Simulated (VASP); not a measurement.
# Au in VASP: relaxation of the atoms with PBEsol

Aim: the relaxation of the atoms of Au with PBEsol.

All numbers are computed with VASP 6.6.1; they aren't measurements. Logs are shortened: lines on timing, memory, paths and dates and some standing lists are left out, and cuts for length are marked.

### 1 The cell of the first run

The cell holds a slab with vacuum, 5 atoms: a = 2.865 Å, b = 2.865 Å, c = 26.581 Å, α = 90.00°, β = 90.00°, γ = 120.00°.

### 2 Relaxation of the atoms, PBEsol

INCAR reads:

```
SYSTEM = Au
  PREC = Accurate
  ENCUT = 520
  EDIFF = 1E-6
  ISMEAR = 0
  SIGMA = 0.1
  LREAL = .FALSE.
  LASPH = .TRUE.
  NELM = 60
  ALGO = Normal
  ISIF = 2
  LWAVE = .FALSE.
  LCHARG = .FALSE.
  LDIPOL = .TRUE.
  IDIPOL = 3
  DIPOL = 0.5 0.5 0.500
  GGA = PS
  IBRION = 2
  NSW = 90
  EDIFFG = -0.03
```

KPOINTS reads:

```
regular mesh
0
G
  12 12 1
  0 0 0
```

POSCAR reads:

```
Au
1.0
    2.8651901165      0.0000000000      0.0000000000
   -1.4325950582      2.4813274276      0.0000000000
    0.0000000000      0.0000000000     26.5811560470
Au
5
Selective dynamics
Direct
    0.3333333333      0.6666666667      0.3197754072  F F F
    0.6666666667      0.3333333333      0.4098877036  F F F
    0.3333333333      0.6666666667      0.5000000000  T T T
    0.6666666667      0.3333333333      0.5901122964  T T T
    0.3333333333      0.6666666667      0.6802245928  T T T
```

Potentials or basis: VASP PAW PBE potentials, release 64 (Au).

Launch:

```bash
> cat potpaw_PBE.64/Au/POTCAR > POTCAR
> mpirun -np 1 vasp_std > vasp.out
```

OUTCAR:

```text
SYSTEM = Au
   PREC = Accurate
   ENCUT = 520
   EDIFF = 1E-6
   ISMEAR = 0
   LREAL = .FALSE.
   LASPH = .TRUE.
   NELM = 60
   ISIF = 2
   GGA = PS
   IBRION = 2
   NSW = 90
   EDIFFG = -0.03

 ion  position               nearest neighbor table
   1  0.333  0.667  0.320-   2 2.91   2 2.91   2 2.91
   2  0.667  0.333  0.410-   1 2.91   3 2.91   1 2.91   3 2.91   1 2.91   3 2.91
   3  0.333  0.667  0.500-   2 2.91   4 2.91   2 2.91   4 2.91   2 2.91   4 2.91
   4  0.667  0.333  0.590-   3 2.91   5 2.91   3 2.91   5 2.91   3 2.91   5 2.91
   5  0.333  0.667  0.680-   4 2.91   4 2.91   4 2.91

  LATTYP: Found a hexagonal cell.
 ALAT       =     2.8651901165
 C/A-ratio  =     9.2772747937

  Lattice vectors:

 A1 = (   2.8651901165,   0.0000000000,   0.0000000000)
 A2 = (  -1.4325950582,   2.4813274276,   0.0000000000)
 A3 = (   0.0000000000,   0.0000000000,  26.5811560470)

Analysis of symmetry for initial positions (statically):
=====================================================================
 Subroutine PRICEL returns:
 Original cell was already a primitive cell.

 Routine SETGRP: Setting up the symmetry group for a
 hexagonal supercell.

 Subroutine GETGRP returns: Found 12 space group operations
 (whereof 12 operations were pure point group operations)
 out of a pool of 24 trial point group operations.

The static configuration has the point symmetry D_3h.

Analysis of symmetry for dynamics (positions and initial velocities):
=====================================================================
 Subroutine PRICEL returns:
 Original cell was already a primitive cell.

 Routine SETGRP: Setting up the symmetry group for a
 hexagonal supercell.

 Subroutine GETGRP returns: Found 12 space group operations
 (whereof 12 operations were pure point group operations)
 out of a pool of 24 trial point group operations.

The dynamic configuration has the point symmetry D_3h.

Analysis of constrained symmetry for selective dynamics:
=====================================================================
 Subroutine PRICEL returns:
 Original cell was already a primitive cell.

 Routine SETGRP: Setting up the symmetry group for a
 hexagonal supercell.

 Subroutine GETGRP returns: Found  6 space group operations
 (whereof  6 operations were pure point group operations)
 out of a pool of 24 trial point group operations.

The constrained configuration has the point symmetry C_3v.

 Subroutine INISYM returns: Found  6 space group operations
 (whereof  6 operations are pure point group operations),
 and found     1 'primitive' translations

----------------------------------------------------------------------------------------

                                     Primitive cell

  volume of cell :     188.9781

  direct lattice vectors                    reciprocal lattice vectors
     2.865190116  0.000000000  0.000000000     0.349016979  0.201505047  0.000000000
    -1.432595058  2.481327428  0.000000000     0.000000000  0.403010094  0.000000000
     0.000000000  0.000000000 26.581156047     0.000000000  0.000000000  0.037620636

  length of vectors
     2.865190116  2.865190117 26.581156047     0.403010094  0.403010094  0.037620636

  position of ions in fractional coordinates (direct lattice)
     0.333333333  0.666666667  0.319775407
     0.666666667  0.333333333  0.409887704
     0.333333333  0.666666667  0.500000000
     0.666666667  0.333333333  0.590112296
     0.333333333  0.666666667  0.680224593

  ion indices of the primitive-cell ions
   primitive index   ion index
                 1           1
                 2           2
                 3           3
                 4           4
                 5           5

----------------------------------------------------------------------------------------

 KPOINTS: regular mesh

Automatic generation of k-mesh.
 Grid dimensions read from file:
 generate k-points for:   12   12    1

 Generating k-lattice:

  Cartesian coordinates                     Fractional coordinates (reciprocal lattice)
     0.029084748  0.016792087  0.000000000     0.083333333  0.000000000  0.000000000
     0.000000000  0.033584175  0.000000000     0.000000000  0.083333333  0.000000000
     0.000000000  0.000000000  0.037620636     0.000000000  0.000000000  1.000000000

  Length of vectors
     0.033584175  0.033584175  0.037620636

  Shift w.r.t. Gamma in fractional coordinates (k-lattice)
     0.000000000  0.000000000  0.000000000

 Subroutine IBZKPT returns following result:
 ===========================================

 Found     19 irreducible k-points:

 Following reciprocal coordinates:
            Coordinates               Weight
  0.000000  0.000000  0.000000      1.000000
  0.083333  0.000000  0.000000      6.000000
  0.166667 -0.000000  0.000000      6.000000
  0.250000  0.000000  0.000000      6.000000
  0.333333 -0.000000  0.000000      6.000000
  0.416667 -0.000000  0.000000      6.000000
[... 11 lines left out ...]
  0.333333  0.250000  0.000000     12.000000
  0.333333  0.333333  0.000000      2.000000
   k-points           NKPTS =     19   k-points in BZ     NKDIM =     19   number of bands    NBANDS=     33
   number of dos      NEDOS =    301   number of ions     NIONS =      5
   total plane-waves  NPLWV = 115200
   dimension x,y,z NGX =    24 NGY =   24 NGZ =  200
   dimension x,y,z NGXF=    48 NGYF=   48 NGZF=  400
   ions per type =               5
   NGX,Y,Z   is equivalent  to a cutoff of  13.93, 13.93, 12.51 a.u.
   NGXF,Y,Z  is equivalent  to a cutoff of  27.85, 27.85, 25.02 a.u.
 SYSTEM =  Au
   PREC   = accura    normal or accurate (medium, high low for compatibility)
   ISTART =      0    job   : 0-new  1-cont  2-samecut
   ICHARG =      2    charge: 1-file 2-atom 10-const
   ISPIN  =      1    spin polarized calculation?
   LNONCOLLINEAR =      F non collinear calculations
   LSORBIT =      F    spin-orbit coupling
   LASPH  =      T    aspherical Exc in radial PAW
   ENCUT  =  520.0 eV  38.22 Ry    6.18 a.u.   5.33  5.33 49.42*2*pi/ulx,y,z
   NELM   =     60;   NELMIN=  2; NELMDL= -5     # of ELM steps
   EDIFF  = 0.1E-05   stopping-criterion for ELM
   LREAL  =      F    real-space projection
   EDIFFG = -.3E-01   stopping-criterion for IOM
   NSW    =     90    number of steps for IOM
   IBRION =      2    ionic relax: 0-MD 1-quasi-New 2-CG
   NFREE  =      1    steps in history (QN), initial steepest desc. (CG)
   ISIF   =      2    stress and relaxation
   ISYM   =      2    0-nonsym 1-usesym 2-fastsym
   POTIM  = 0.5000    time-step for ionic-motion
   TEBEG  =    0.0;   TEEND  =   0.0 temperature during run
   PSTRESS=    0.0 pullay stress
   NELECT =      55.0000    total number of electrons
   NUPDOWN=      -1.0000    fix difference up-down
   EMIN   =  10.00;   EMAX   =-10.00  energy-range for DOS
   EFERMI =   0.00;   METHOD = LEGACY
   ISMEAR =     0;   SIGMA  =   0.10  broadening in eV -4-tet -1-fermi 0-gaus
   EFERMI_NEDOS =   21; number of points for ismear=-14 and -15
   IALGO  =     38    algorithm
   IMIX   =      4    mixing-type and parameters
     AMIX     =   0.40;   BMIX     =  1.00
     AMIX_MAG =   1.60;   BMIX_MAG =  1.00
  volume/ion in A,a.u.               =      37.80       255.06
  Fermi-wavevector in a.u.,A,eV,Ry     =   1.084906  2.050174 16.014330  1.177020
  Thomas-Fermi vector in A             =   2.221007
   LORBIT       =      0    0 simple, 1 ext, 2 COOP (PROOUT), +10 PAW based schemes
   GGA     = PS    functional components
   LHFCALC =     F    Hartree Fock is set to
   AEXX    =    0.0000 exact exchange contribution
   IVDW    =     0    specifies the selected vdW correction
   LEPSILON=     F    determine dielectric tensor
   LRPA    =     F    only Hartree local field effects (RPA)
 conjugate gradient relaxation of ions
 non-spin polarized calculation
 Gauss-broadening in eV      SIGMA  =   0.10
  energy-cutoff  :      520.00
  volume of cell :      188.98
 maximum number of plane-waves:      5131
 NGX is ok and might be reduce to    24
   NGX = 11   NGY = 11   NGZ = 99

--------------------------------------- Ionic step        1  -------------------------------------------

 number of electron      55.0000009 magnetization

 Free energy of the ion-electron system (eV)
  ---------------------------------------------------
  ext. energy  EPLUGINS =         0.00000000
  ---------------------------------------------------
  free energy    TOTEN  =       -18.74005097 eV

  energy without entropy =      -18.72494800  energy(sigma->0) =      -18.73249948

------------------------ aborting loop because EDIFF is reached ----------------------------------------

  FORCE on cell =-STRESS in cart. coord.  units (eV):
  Direction    XX          YY          ZZ          XY          YZ          ZX
  --------------------------------------------------------------------------------------
  -------------------------------------------------------------------------------------
  Total       -2.9659489     -2.9659489      0.4369651     -0.0000000     -0.0000000     -0.0000000
  in kB      -25.1456496    -25.1456496      3.7046392     -0.0000000     -0.0000000     -0.0000000
  external PRESSURE =     -15.5288866 kB  Pullay stress =       0.0000000 kB
[... 176 lines left out ...]
  FREE ENERGIE OF THE ION-ELECTRON SYSTEM (eV)
  ---------------------------------------------------
  free  energy   TOTEN  =       -18.7421862687 eV

  energy  without entropy=      -18.7272661514  energy(sigma->0) =      -18.73472621

 dipolmoment           0.000000      0.000000     -0.000388 electrons x Angstroem

--------------------------------------- Ionic step        6  -------------------------------------------

 number of electron      55.0000007 magnetization

 dipolmoment           0.000000      0.000000      0.000896 electrons x Angstroem

 Free energy of the ion-electron system (eV)
  ---------------------------------------------------
  ext. energy  EPLUGINS =         0.00000000
  ---------------------------------------------------
  free energy    TOTEN  =       -18.74229727 eV

  energy without entropy =      -18.72740168  energy(sigma->0) =      -18.73484948

 E-fermi :   1.2035     XC(G=0):  -6.4227

 val. band max:        1.1846933862   @ k =   0.2500   0.2500   0.0000
 cond. band min:       1.2059982413   @ k =   0.0833   0.0833   0.0000
 fundamental gap:      0.0213048551
 Fermi energy:         1.2035006326

 k-point     1 :       0.0000    0.0000    0.0000
  band No.  band energies     occupation
      1      -8.4044      2.00000
      2      -7.5753      2.00000
      3      -6.6047      2.00000
      4      -6.0696      2.00000
      5      -6.0342      2.00000
      6      -3.6370      2.00000
[... 673 lines left out ...]
     32       6.3498      0.00000
     33       6.4748      0.00000

------------------------ aborting loop because EDIFF is reached ----------------------------------------

 vacuum level on the upper side and lower side of the slab       (xc-potential included)        -0.061        -0.075

  FORCE on cell =-STRESS in cart. coord.  units (eV):
  Direction    XX          YY          ZZ          XY          YZ          ZX
  --------------------------------------------------------------------------------------
  -------------------------------------------------------------------------------------
  Total       -3.0753178     -3.0753178      0.3020175     -0.0000000      0.0000000      0.0000000
  in kB      -26.0728918    -26.0728918      2.5605388     -0.0000000      0.0000000      0.0000000
  external PRESSURE =     -16.5284149 kB  Pullay stress =       0.0000000 kB

 VOLUME and BASIS-vectors are now :
 -----------------------------------------------------------------------------
  energy-cutoff  :      520.00
  volume of cell :      188.98
      direct lattice vectors                 reciprocal lattice vectors
     2.865190116  0.000000000  0.000000000     0.349016979  0.201505047  0.000000000
    -1.432595058  2.481327428  0.000000000     0.000000000  0.403010094  0.000000000
     0.000000000  0.000000000 26.581156047     0.000000000  0.000000000  0.037620636
[... 11 lines left out ...]
  FREE ENERGIE OF THE ION-ELECTRON SYSTEM (eV)
  ---------------------------------------------------
  free  energy   TOTEN  =       -18.7422972728 eV

  energy  without entropy=      -18.7274016843  energy(sigma->0) =      -18.73484948

 reached required accuracy - stopping structural energy minimisation

 vacuum level on the upper side and lower side of the slab         6.487         6.476
```

It took 13 min on 1 thread of Intel Xeon Platinum 8259CL at 2.50GHz (Skylake/Cascade Lake), shared host; peak memory 0.37 GiB.

What came out:

```yaml
Free_energy: -18.7423 eV
Energy_gained_by_relaxing: 0.4 meV/atom
Ionic_steps: 6
Band_gap_on_the_k_mesh: zero (an odd number of electrons rules out a gap without spin polarisation)
```

Step by step:
| step | energy change (eV) | largest force on free atoms (eV/Å) | pressure (GPa) |
| --- | --- | --- | --- |
| 1 | 0.0000 | 0.1446 | -1.55 |
| 2 | -0.0013 | 0.0756 | -1.59 |
| 3 | -0.0019 | 0.0603 | -1.62 |
| 4 | -0.0019 | 0.0647 | -1.62 |
| 5 | -0.0021 | 0.0337 | -1.64 |
| 6 | -0.0022 | 0.0077 | -1.65 |

Final structure:
```
Au
1.0
     2.86519    0.00000    0.00000
    -1.43260    2.48133    0.00000
     0.00000    0.00000   26.58116
Au
5
Cartesian
  0.0000 1.6542 8.5000
  1.4326 0.8271 10.8953
  0.0000 1.6542 13.2820
  1.4326 0.8271 15.6708
  0.0000 1.6542 18.0996
```

Levels at points of the mesh, in eV from the Fermi level:
```tsv
k point	band 24	band 25	band 26	band 27	band 28	band 29	band 30	band 31	band 32	band 33
(0.00, 0.00, 0.00)	-2.41	-2.41	-2.12	-2.12	-2.07	-2.07	-1.02	-0.11	4.34	5.20
(0.50, 0.00, 0.00)	-1.42	-1.39	0.23	0.24	0.85	1.41	1.58	3.86	4.08	4.50
```

Caveat: the PAW data sets were made with another functional, which shifts forces and pressure a little; spin-orbit coupling is left out, which moves the levels of the heavy elements.

The gap in the log of VASP goes by the Fermi energy; the results here count the filled bands.